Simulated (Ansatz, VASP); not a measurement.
**SrTe in VASP and in Ansatz**

```
Sr Te
1.0
     0.00000    3.25119    3.25119
     3.25119    0.00000    3.25119
     3.25119    3.25119    0.00000
Sr Te
1 1
Direct
  0.00000 0.00000 0.00000
  0.50000 0.50000 0.50000
```

Alike in both runs: task relaxation of cell and atoms; functional PBE; k mesh 8 × 8 × 8; occupations gaussian, width 0.02 eV; no spin polarisation.

|  | VASP | Ansatz |
| --- | --- | --- |
| version | VASP 6.6.1 | Ansatz 0.2.0 |
| potentials or method | VASP PAW PBE potentials, release 64 (Sr_sv, Te), cutoff 500 eV | scalar-relativistic, plane waves, PAW |
| valence electrons in the cell | 16 | 26 |

|  | VASP | Ansatz | Ansatz less VASP |
| --- | --- | --- | --- |
| gap on the k mesh at the Fermi level, each at its own relaxed structure (eV) | 1.76 | 1.78 | +0.019 |
| relaxed volume (Å³/atom) | 37.98 | 37.91 | -0.071 |
| relaxed length of the cell vector where the two differ most in proportion (Å) | 4.754 | 4.751 | -0.0030 |

VASP's potentials hold 16 valence electrons a cell and Ansatz's 26, so a difference there can come from the potentials and not from the codes.

Spin-orbit coupling is off throughout.
